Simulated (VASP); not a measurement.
GaN, 2 atoms in the cell. It takes space group F-43m (No. 216, cubic). The conventional cell has a = 4.507 Å, b = 4.507 Å, c = 4.507 Å, α = 90.00°, β = 90.00°, γ = 90.00°. Ga (site symmetry -43m) has 4 N at 1.95 Å within 2.6 Å. N (site symmetry -43m) has 4 Ga at 1.95 Å within 2.6 Å. 

```yaml
Program: VASP 6.6.1
Task: single point
Functional: PBE-based screened hybrid
Potentials_or_basis: VASP PAW PBE potentials, release 64 (Ga_d, N)
Cutoff: 520 eV
k_mesh: 5 × 5 × 5
Occupations: fermi-dirac, width 0.05 eV
Spin: no spin polarisation
Dipole_correction: no
Grid_for_exact_exchange_PRECFOCK: Normal
Share_of_exact_exchange: 0.25
Further_INCAR_settings: ALGO = Normal; EDIFF = 1e-07; NBANDS = 16
Screening_parameter: 0.1 1/Å
```

Potentials or basis: VASP PAW PBE potentials, release 64 (Ga_d, N).

Command:

```sh
$ cat potpaw_PBE.64/Ga_d/POTCAR potpaw_PBE.64/N/POTCAR > POTCAR
$ cp INCAR.step1 INCAR
$ mpirun -np 1 vasp_std > vasp.out
$ cp INCAR.step2 INCAR
$ mpirun -np 1 vasp_std > vasp.out
```

Hardware: 1 thread of Intel(R) Xeon(R) Platinum 8175M CPU @ 2.50GHz (Skylake/Cascade Lake), with other jobs on the host.

Q: How long does it take, and how much memory?

A: It took 12 min on 1 thread of Intel(R) Xeon(R) Platinum 8175M CPU @ 2.50GHz (Skylake/Cascade Lake), with other jobs on the host, peak memory 0.25 GiB. Counts: k points 10.
